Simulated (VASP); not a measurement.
Set up this calculation in VASP 6.6.1, as the native input.

| Item | Value |
| --- | --- |
| Task | single point |
| Functional | PBE |
| Potentials or basis | VASP PAW PBE potentials, release 64 (Ir) |
| Cutoff | 500 eV |
| k mesh | 6 × 6 × 6 |
| Occupations | gaussian, width 0.1 eV |
| Spin | no spin polarisation |
| Dipole correction | no |
| Further INCAR settings | ALGO = Normal; EDIFF = 1e-06; NBANDS = 10 |

The structure of Ir lies in POSCAR:

```
Ir
1.0
    0.0000000000      1.9269646676      1.9269646676
    1.9269646676      0.0000000000      1.9269646676
    1.9269646676      1.9269646676      0.0000000000
Ir
1
Direct
    0.0000000000      0.0000000000      0.0000000000
```

One way to write it, as run:

INCAR

```
SYSTEM = Ir
PREC     = Accurate       ! precision mode
ENCUT    = 500            ! plane-wave cutoff, eV
EDIFF    = 1E-6           ! SCF threshold, eV
ISMEAR   = 0              ! smearing method
SIGMA    = 0.1            ! smearing width, eV
LREAL    = .False.        ! projectors in reciprocal space
LASPH    = .True.         ! aspherical terms in the spheres
NELM     = 120            ! most SCF steps
ALGO     = Normal         ! electronic algorithm
ISIF     = 2              ! what is computed and relaxed
LWAVE    = .False.        ! write WAVECAR
LCHARG   = .False.        ! write CHGCAR
GGA      = PE             ! functional
NBANDS   = 10             ! bands
GGA_COMPAT= .False.
```

KPOINTS

```
regular mesh
0
Gamma
  6 6 6
  0 0 0
```

Potentials or basis: VASP PAW PBE potentials, release 64 (Ir).

Command:

```bash
$ cat potpaw_PBE.64/Ir/POTCAR > POTCAR
$ mpirun -np 1 vasp_std > vasp.out
```

Results of the run:

```
Pressure : 5.9 GPa
```

Caveat: the k points lie up to 0.47 Å⁻¹ apart.

It took 2.5 s on 1 thread of Intel(R) Xeon(R) Platinum 8375C CPU @ 2.90GHz (Ice Lake) (shared host), peak memory 0.12 GiB.
